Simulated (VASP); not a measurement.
Runs of VASP 6.6.1 on Sn3Se2S. The structure is that of space group P-3m1 (No. 164), or close to it. The cells are those of the table. 

```csv
task,cell,k mesh,cutoff (eV),smearing,gap on the mesh (eV),pressure (GPa),largest force (eV/Å)
single point,"a = 4.263, b = 4.263, c = 10.442 Å, angles 90.0, 90.0, 120.0°, 6 atoms",6 × 6 × 2,520,gaussian 0.1 eV,0.41,-1.1,(b)
single point,"a = 4.235, b = 4.235, c = 10.342 Å, angles 90.0, 90.0, 120.0°, 6 atoms",6 × 6 × 2,520,gaussian 0.1 eV,0.50,-0.2,0.01
relaxation of cell and atoms,"relaxed from a = 4.263, b = 4.263, c = 10.442 Å, angles 90.0, 90.0, 120.0°, 6 atoms",6 × 6 × 2,600,gaussian 0.1 eV,0.49,-0.2,0.02
single point,"a = 4.238, b = 4.238, c = 10.372 Å, angles 90.0, 90.0, 120.0°, 6 atoms",12 × 12 × 4,520,gaussian 0.02 eV,0.41,(a),0.01
```

Alike in all rows: level PBE; potentials or basis VASP PAW PBE potentials, release 64 (Sn_d, Se, S); no spin polarisation.

**Question.** Estimate the missing entries.

**Answer.** (a) 0.0; (b) 0.47.

Caveats: spin-orbit coupling is left out, which moves the levels of the heavy elements.

A k mesh can miss the band edges, and the runs leave out spin-orbit coupling on Se, Sn.
